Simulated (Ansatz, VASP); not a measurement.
FeO: VASP beside Ansatz

INCAR

```
SYSTEM = FeO
AGGAC = 1.0
AGGAX = 1.0
ALDAC = 0.0
ALDAX = 1.0
ALGO = Normal
EDIFF = 1E-6
EDIFFG = -0.01
ENCUT = 600
GGA = B5
IBRION = 2
ISIF = 3
ISMEAR = -1
ISPIN = 2
IVDW = 13
LASPH = .TRUE.
LCHARG = .FALSE.
LMAXMIX = 4
LORBIT = 11
LREAL = .FALSE.
LWAVE = .FALSE.
MAGMOM = 3 0
NELM = 150
NSW = 60
PREC = Accurate
SIGMA = 0.05
VDW_A1 = 0.44488865
VDW_A2 = 4.0933009
VDW_S6 = 1.0
VDW_S8 = 2.34076671
```

File KPOINTS:

```
k-points
0
G
  11 11 11
  0 0 0
```

The input POSCAR:

```
FeO
1.0
    0.0000000000      2.1554000000      2.1554000000
    2.1554000000      0.0000000000      2.1554000000
    2.1554000000      2.1554000000      0.0000000000
Fe O
1 1
Direct
    0.0000000000      0.0000000000      0.0000000000
    0.5000000000      0.5000000000      0.5000000000
```

File input.yaml:

```yaml
crystal:
  lattice:
    - [0.0, 2.1554, 2.1554]
    - [2.1554, 0.0, 2.1554]
    - [2.1554, 2.1554, 0.0]
  atoms:
    - { symbol: Fe, position: [0.0, 0.0, 0.0], spin: 3.0 }
    - { symbol: O, position: [0.5, 0.5, 0.5] }
hamiltonian:
  xc: blyp
  pseudopotentials: { kind: paw }
  dispersion: d4
magnetization:
  spin_polarized: true
kpoints:
  mp_grid: { grid: [11, 11, 11] }
scf:
  occupations: { method: fermi_dirac, width: 0.05 }
output:
  forces: true
  stress: true
relax:
  f_tol: 0.01
  max_steps: 40
  cell: { stress_tol: 0.05 }
```

Alike in both runs: task relaxation of cell and atoms; functional BLYP; dispersion D4; k mesh 11 × 11 × 11; occupations fermi-dirac, width 0.05 eV; collinear spin.

```csv
,VASP,Ansatz
version,VASP 6.6.1,Ansatz 0.2.0
potentials or method,"VASP PAW PBE potentials, release 64 (Fe, O)",Ansatz PAW
plane-wave cutoff (eV),600,420
valence electrons in the cell,14,22
```

Ansatz gave:

| Quantity | Value |
| --- | --- |
| net moment per atom (μB) | 2.00 |
| size of the moment on the site where the two differ most (μB) | 3.43 |
| relaxed volume (Å³/atom) | 9.90 |
| relaxed cell length with the largest relative difference (Å) | 3.037 |

Task: Estimate VASP's values.

Result: net moment per atom (μB): 2.00; size of the moment on the site where the two differ most (μB): 3.59; relaxed volume (Å³/atom): 9.91; relaxed cell length with the largest relative difference (Å): 3.038.

VASP's potentials were made for PBE, not for BLYP. Site moments also hang on the region over which each program counts them. VASP's potentials hold 14 valence electrons a cell and Ansatz's 22, so a difference there can come from the potentials and not from the codes.

Noted on Ansatz's run: the plane-wave basis is chosen anew once the cell has moved, so the energies of steps on either side of that aren't comparable.
